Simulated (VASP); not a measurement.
# C (Fd-3m) in VASP: a series of runs, part 2 of 2

VASP 6.6.1. Earlier steps stand in the parts before.

## (4) Electric field gradients, LDA (volume scaled by 0.96)

File INCAR:

```
  PREC = Accurate
  ENCUT = 520
  EDIFF = 1E-8
  ISMEAR = -1
  SIGMA = 0.03
  LREAL = F
  LASPH = T
  NELM = 80
  ALGO = Normal
  ISIF = 2
  LWAVE = F
  LCHARG = F
  LEFG = T
  NBANDS = 11
```

File KPOINTS:

```
regular mesh
0
Gamma
  16 16 16
```

File POSCAR:

```
C
1.0
    0.0000000000      1.7592970453      1.7592970453
    1.7592970453      0.0000000000      1.7592970453
    1.7592970453      1.7592970453      0.0000000000
C
2
Direct
    0.5000000000      0.5000000000      0.5000000000
    0.7500000000      0.7500000000      0.7500000000
```

Potentials or basis: VASP PAW LDA potentials, release 64 (C).

On the command line:

```console
$ cat potpaw_LDA.64/C/POTCAR > POTCAR
$ mpirun -np 1 vasp_std > vasp.out
```

OUTCAR:

```text
PREC = Accurate
   ENCUT = 520
   EDIFF = 1E-8
   ISMEAR = -1
   LREAL = F
   LASPH = T
   NELM = 80
   ISIF = 2

 ion  position               nearest neighbor table
   1  0.500  0.500  0.500-   2 1.52   2 1.52   2 1.52   2 1.52
   2  0.750  0.750  0.750-   1 1.52   1 1.52   1 1.52   1 1.52

  LATTYP: Found a face centered cubic cell.
 ALAT       =     3.5185940906

  Lattice vectors:

 A1 = (   0.0000000000,   1.7592970453,   1.7592970453)
 A2 = (   1.7592970453,   0.0000000000,   1.7592970453)
 A3 = (   1.7592970453,   1.7592970453,   0.0000000000)

Analysis of symmetry for initial positions (statically):
=====================================================================
 Subroutine PRICEL returns:
 Original cell was already a primitive cell.

 Routine SETGRP: Setting up the symmetry group for a
 face centered cubic supercell.

 Subroutine GETGRP returns: Found 48 space group operations
 (whereof 24 operations were pure point group operations)
 out of a pool of 48 trial point group operations.

The static configuration has the point symmetry T_d .
 The point group associated with its full space group is O_h .

Analysis of symmetry for dynamics (positions and initial velocities):
=====================================================================
 Subroutine PRICEL returns:
 Original cell was already a primitive cell.

 Routine SETGRP: Setting up the symmetry group for a
 face centered cubic supercell.

 Subroutine GETGRP returns: Found 48 space group operations
 (whereof 24 operations were pure point group operations)
 out of a pool of 48 trial point group operations.

The dynamic configuration has the point symmetry T_d .
 The point group associated with its full space group is O_h .

 Subroutine INISYM returns: Found 48 space group operations
 (whereof 24 operations are pure point group operations),
 and found     1 'primitive' translations

----------------------------------------------------------------------------------------

                                     Primitive cell

  volume of cell :      10.8905

  direct lattice vectors                    reciprocal lattice vectors
     0.000000000  1.759297045  1.759297045    -0.284204422  0.284204422  0.284204422
     1.759297045  0.000000000  1.759297045     0.284204422 -0.284204422  0.284204422
     1.759297045  1.759297045  0.000000000     0.284204422  0.284204422 -0.284204422

  length of vectors
     2.488021742  2.488021742  2.488021742     0.492256499  0.492256499  0.492256499

  position of ions in fractional coordinates (direct lattice)
     0.500000000  0.500000000  0.500000000
     0.750000000  0.750000000  0.750000000

  ion indices of the primitive-cell ions
   primitive index   ion index
                 1           1
                 2           2

----------------------------------------------------------------------------------------

 KPOINTS: regular mesh

Automatic generation of k-mesh.
 Grid dimensions read from file:
 generate k-points for:   16   16   16

[... 79 lines left out ...]
   EFERMI_NEDOS =   21; number of points for ismear=-14 and -15
   IALGO  =     38    algorithm
   IMIX   =      4    mixing-type and parameters
     AMIX     =   0.40;   BMIX     =  1.00
     AMIX_MAG =   1.60;   BMIX_MAG =  1.00
  volume/ion in A,a.u.               =       5.45        36.75
  Fermi-wavevector in a.u.,A,eV,Ry     =   1.477142  2.791394 29.687222  2.181949
  Thomas-Fermi vector in A             =   2.591583
   LORBIT       =      0    0 simple, 1 ext, 2 COOP (PROOUT), +10 PAW based schemes
   GGA     = CA    functional components
   LHFCALC =     F    Hartree Fock is set to
   AEXX    =    0.0000 exact exchange contribution
   IVDW    =     0    specifies the selected vdW correction
   LEPSILON=     F    determine dielectric tensor
   LRPA    =     F    only Hartree local field effects (RPA)
 non-spin polarized calculation
  energy-cutoff  :      520.00
  volume of cell :       10.89
 maximum number of plane-waves:       304
   NGX =  9   NGY =  9   NGZ =  9

 number of electron       7.9999998 magnetization

 Free energy of the ion-electron system (eV)
  ---------------------------------------------------
  ext. energy  EPLUGINS =         0.00000000
  ---------------------------------------------------
  free energy    TOTEN  =       -20.24167531 eV

  energy without entropy =      -20.24167531  energy(sigma->0) =      -20.24167531

 E-fermi :  11.0125     XC(G=0): -13.6978

 val. band max:       10.3294945218   @ k =   0.0000   0.0000   0.0000
 cond. band min:      14.5272648350   @ k =   0.3750   0.3750   0.0000
 fundamental gap:      4.1977703132
 Fermi energy:        11.0124798158

 k-point     1 :       0.0000    0.0000    0.0000
  band No.  band energies     occupation
      1     -11.5398      2.00000
      2      10.3295      2.00000
      3      10.3295      2.00000
      4      10.3295      2.00000
      5      15.9877      0.00000
      6      15.9877      0.00000
      7      15.9877      0.00000
      8      24.8296      0.00000
      9      29.8769      0.00000
     10      37.4199      0.00000
     11      37.4199      0.00000
[... 309 lines left out ...]
 k-point    24 :      -0.0625    0.0625    0.0000
  band No.  band energies     occupation
      1     -11.2440      2.00000
      2       8.8864      2.00000
      3       9.2077      2.00000
      4      10.1450      2.00000
      5      16.2889      0.00000
      6      16.8545      0.00000
      7      17.1580      0.00000
      8      24.9412      0.00000
      9      30.3375      0.00000
     10      33.7771      0.00000
     11      35.1433      0.00000

 [... further k-points ...]

------------------------ aborting loop because EDIFF is reached ----------------------------------------

  FORCE on cell =-STRESS in cart. coord.  units (eV):
  Direction    XX          YY          ZZ          XY          YZ          ZX
  --------------------------------------------------------------------------------------
  -------------------------------------------------------------------------------------
  Total        0.4770583      0.4770583      0.4770583      0.0000000     -0.0000000      0.0000000
  in kB       70.1834185     70.1834185     70.1834185      0.0000000     -0.0000000      0.0000000
  external PRESSURE =      70.1834185 kB  Pullay stress =       0.0000000 kB

 VOLUME and BASIS-vectors are now :
 -----------------------------------------------------------------------------
  energy-cutoff  :      520.00
  volume of cell :       10.89
      direct lattice vectors                 reciprocal lattice vectors
     0.000000000  1.759297045  1.759297045    -0.284204422  0.284204422  0.284204422
     1.759297045  0.000000000  1.759297045     0.284204422 -0.284204422  0.284204422
     1.759297045  1.759297045  0.000000000     0.284204422  0.284204422 -0.284204422

 POSITION                                       TOTAL-FORCE (eV/Angst)
 -----------------------------------------------------------------------------------
      1.75930      1.75930      1.75930         0.000000      0.000000      0.000000
      2.63895      2.63895      2.63895        -0.000000     -0.000000     -0.000000
 -----------------------------------------------------------------------------------
    total drift:                                0.000000     -0.000000      0.000000

  FREE ENERGIE OF THE ION-ELECTRON SYSTEM (eV)
  ---------------------------------------------------
  free  energy   TOTEN  =       -20.2416753069 eV

  energy  without entropy=      -20.2416753069  energy(sigma->0) =      -20.24167531

 Electric field gradients (V/A^2)
---------------------------------------------------------------------
 ion       V_xx      V_yy      V_zz      V_xy      V_xz      V_yz
---------------------------------------------------------------------
   1      -0.000    -0.000     0.000    -0.000    -0.000    -0.000
   2      -0.000    -0.000     0.000    -0.000    -0.000    -0.000
---------------------------------------------------------------------

 Electric field gradients after diagonalization (V/A^2)
 (convention: |V_zz| > |V_xx| > |V_yy|)
----------------------------------------------------------------------
 ion       V_xx      V_yy      V_zz     asymmetry (V_yy - V_xx)/ V_zz
----------------------------------------------------------------------
   1       0.000     0.000    -0.001       0.000
   2       0.000     0.000    -0.001       0.000
----------------------------------------------------------------------

           NMR quadrupolar parameters

 Cq : quadrupolar parameter    Cq=e*Q*V_zz/h
 eta: asymmetry parameters     (V_yy - V_xx)/ V_zz
 Q  : nuclear electric quadrupole moment in mb (millibarn)
----------------------------------------------------------------------
 ion       Cq(MHz)       eta       Q (mb)
----------------------------------------------------------------------
   1      -0.000       0.000       1.000
   2      -0.000       0.000       1.000
----------------------------------------------------------------------
```

stdout:

```text
POSCAR found type information on POSCAR C
 POSCAR found :  1 types and       2 ions
 scaLAPACK will be used
 LDA part: xc-table for (Slater(with rela. corr.)+CA(PZ))
 , standard interpolation
 POSCAR, INCAR and KPOINTS ok, starting setup
 FFT: planning ... GRIDC
 FFT: planning ... GRID_SOFT
 FFT: planning ... GRID
 WAVECAR not read
 entering main loop
ion   1

ion   2
```

Wall time 12 s (1 thread of Intel Xeon 6975P-C, shared host); peak memory 0.12 GiB.

What came out:

| Property | Result |
| --- | --- |
| Free energy | -20.2417 eV |
| Pressure | 7.0 GPa |
| Band gap on the k mesh | 4.20 eV, indirect (least direct gap 5.66 eV) |

Caveat: without QUAD_EFG the Cq values of the log hold for a quadrupole moment of 1 mb, not for the nuclei. A k mesh can miss the band edges.

## (5) The runs side by side

```tsv
cell	gap on the mesh (eV)	pressure (GPa)
a = 2.471 Å, angles 60.0°, 2 atoms	4.25	17.8
a = 2.505 Å, angles 60.0°, 2 atoms	4.15	-2.8
a = 2.488 Å, angles 60.0°, 2 atoms	4.20	7.0
```

Alike in all rows: task electric field gradients; level LDA; potentials or basis VASP PAW LDA potentials, release 64 (C); no spin polarisation; k mesh 16 × 16 × 16; cutoff (eV) 520; smearing fermi-dirac 0.03 eV.

Absolute energies hang on the potentials; compare differences alone.
